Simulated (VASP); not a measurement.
GaN: single point with PBEsol

GaN:

```xyz
4
Lattice="0.0000 -2.2491 -2.2491 0.0000 2.2491 -2.2491 4.4982 0.0000 0.0000" Properties=species:S:1:pos:R:3 pbc="T T T"
Ga    2.2491    0.0000   -2.2421
Ga    0.0000    0.0000   -0.0070
N     1.1245    1.0665   -1.1245
N     3.3736   -1.0665   -1.1245
```

| Property | Result |
| --- | --- |
| Program | VASP 6.6.1 |
| Task | single point |
| Functional | PBEsol |
| Potentials or basis | VASP PAW PBE potentials, release 64 (Ga_d, N) |
| Cutoff | 520 eV |
| k mesh | 8 × 8 × 6 |
| Occupations | gaussian, width 0.05 eV |
| Spin | no spin polarisation |

- Pressure: 0.3 GPa
- Largest force: 1.060 eV/Å
- Band gap on the k mesh: 1.70 eV

Forces in eV/Å, atoms in the order of the input:
```
Ga   0.000  0.000 -0.636
Ga   0.000  0.000  0.636
N    0.000  1.060  0.000
N    0.000 -1.060  0.000
```

Stress tensor (GPa, compression positive):
```
 0.67  0.00  0.00
 0.00 -0.07  0.00
 0.00  0.00  0.36
```

Levels at points of the mesh, in eV from the valence-band top:
```csv
k point,band 16,band 17,band 18,band 19,band 20,band 21
"(0.00, 0.00, 0.00)",-0.03,-0.02,0.00,1.70,3.24,6.58
"(0.50, 0.00, 0.00)",-3.20,-1.16,-0.95,6.41,6.42,7.38
"(0.50, 0.50, 0.00)",-2.78,-2.78,-2.68,3.19,3.24,6.58
"(0.00, 0.00, 0.50)",-1.52,-1.52,-1.52,4.47,4.47,7.32
"(0.50, 0.00, 0.50)",-1.08,-0.92,-0.92,4.59,4.59,8.59
"(0.50, 0.50, 0.50)",-3.84,-3.65,-3.65,6.02,6.02,8.48
```

Run time: 3.7 min on 1 thread of AMD EPYC 7R13, on a shared host, peak memory 0.18 GiB.

Caveat: the PAW data sets were made with another functional, which shifts forces and pressure a little. As with any semilocal functional, this PBEsol gap is likely too small.
